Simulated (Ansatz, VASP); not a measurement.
# TiAl2: VASP beside Ansatz

```
CELL_PARAMETERS angstrom
1.95319 -6.03947 0.00000
1.95319 6.03947 0.00000
0.00000 0.00000 4.30663
ATOMIC_POSITIONS crystal
Ti 0.65606 0.34394 0.00000
Ti 0.34394 0.65606 0.00000
Al 0.00000 0.00000 0.00000
Al 0.82698 0.17302 0.50000
Al 0.17302 0.82698 0.50000
Al 0.50000 0.50000 0.50000
```

Change from the starting cell: volume 16.934 Å^3 an atom, stretch along c over the lengths across it, relative to the relaxed cell 1.0835.

Alike in both runs: task single point; functional LDA; k mesh 12 × 12 × 12; occupations gaussian, width 0.15 eV; no spin polarisation.

|  | VASP | Ansatz |
| --- | --- | --- |
| version | VASP 6.6.1 | Ansatz 0.2.0 |
| potentials or method | VASP PAW LDA potentials, release 64 (Ti_sv, Al), cutoff 520 eV | scalar-relativistic, plane waves, PAW |
| valence electrons in the cell | 36 | 36 |

Ansatz gave:

- gap on the k mesh at the Fermi level (eV): none
- pressure (GPa): -10.4
- traceless stress, the component that is largest in VASP (GPa): -5.89
- rms of the force components (eV/Å): 0.062

Problem. Which values does VASP return?

Solution. gap on the k mesh at the Fermi level (eV): none; pressure (GPa): -10.3; traceless stress, the component that is largest in VASP (GPa): -5.91; rms of the force components (eV/Å): 0.062.

Ansatz warns that its potentials were made for another functional, while VASP's fit it. LDA's correlation is that of Perdew and Zunger in VASP and of Perdew and Wang (1992) in Ansatz. Atom by atom the forces differ by 0.002 eV/Å (rms over components). A gap of «none» marks a metal or a gap that the smearing closes.
